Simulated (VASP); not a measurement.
The system is BaTiO3.

```
Ba Ti O
1.0
     2.82737    1.63238    2.31839
    -2.82737    1.63238    2.31839
     0.00000   -3.26476    2.31839
Ba Ti O
1 1 3
Direct
  0.00000 0.00000 0.00000
  0.48450 0.48450 0.48450
  0.50860 0.50860 0.01750
  0.01750 0.50860 0.50860
  0.50860 0.01750 0.50860
```

Base run:

| Property | Result |
| --- | --- |
| Program | VASP 6.6.1 |
| Functional | PBEsol |
| Potentials or basis | VASP PAW PBE potentials, release 64 (Ba_sv, Ti_sv, O) |
| Cutoff | 520 eV |
| k mesh | 6 × 6 × 6 |
| Occupations | fermi-dirac, width 0.05 eV |
| Spin | no spin polarisation |

Its results: band gap on the k mesh 2.34 eV (least direct gap 2.74 eV); pressure 0.6 GPa; largest force 0.142 eV/Å.

The run is repeated on the same cell with these changes: hubbard terms from none to Ti d U = 3.0 eV. What comes out?

Band gap on the k mesh 2.63 eV (least direct gap 3.04 eV); pressure 3.4 GPa; largest force 0.928 eV/Å.

The U term pushes filled and empty states of the shell apart.

Caveats: the PAW data sets were made with another functional, which shifts forces and pressure a little; spin-orbit coupling is left out, which moves the levels of the heavy elements; the cell stands under pressure (at least some runs).

A k mesh can miss the band edges.
